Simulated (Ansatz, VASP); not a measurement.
## Two plane-wave programs on Al3P2

```xyz
5
Lattice="3.9677 0.0000 0.0000 -1.9838 3.4361 0.0000 0.0000 0.0000 6.6938" Properties=species:S:1:pos:R:3 pbc="T T T"
Al    0.0000    0.0000    4.7486
Al    0.0000    0.0000    1.9453
Al    1.9838    1.1454    0.0000
P     1.9838    1.1454    3.3469
P     0.0000    2.2907    0.0000
```

Change from the starting cell: species swapped into the Fe3Ge2 type (P-6m2, No. 187).

Alike in both runs: functional PBE; k mesh 12 × 12 × 6; occupations gaussian, width 0.1 eV; no spin polarisation.

Ansatz relaxed the structure, and its values are those at the end. VASP's run is a single point on that final structure, the one shown.

|  | VASP | Ansatz |
| --- | --- | --- |
| version | VASP 6.6.1 | Ansatz 0.2.0 |
| potentials or method | VASP PAW PBE potentials, release 64 (Al, P), cutoff 520 eV | scalar-relativistic, plane waves, PAW |
| valence electrons in the cell | 19 | 19 |

|  | VASP | Ansatz | Ansatz less VASP |
| --- | --- | --- | --- |
| gap on the k mesh at the Fermi level (eV) | none | none | - |
| pressure (GPa) | -0.1 | 0.0 | +0.08 |

A gap of «none» marks a metal or a gap that the smearing closes. The functional is the same, so the differences come from potentials, cutoffs and numerics.
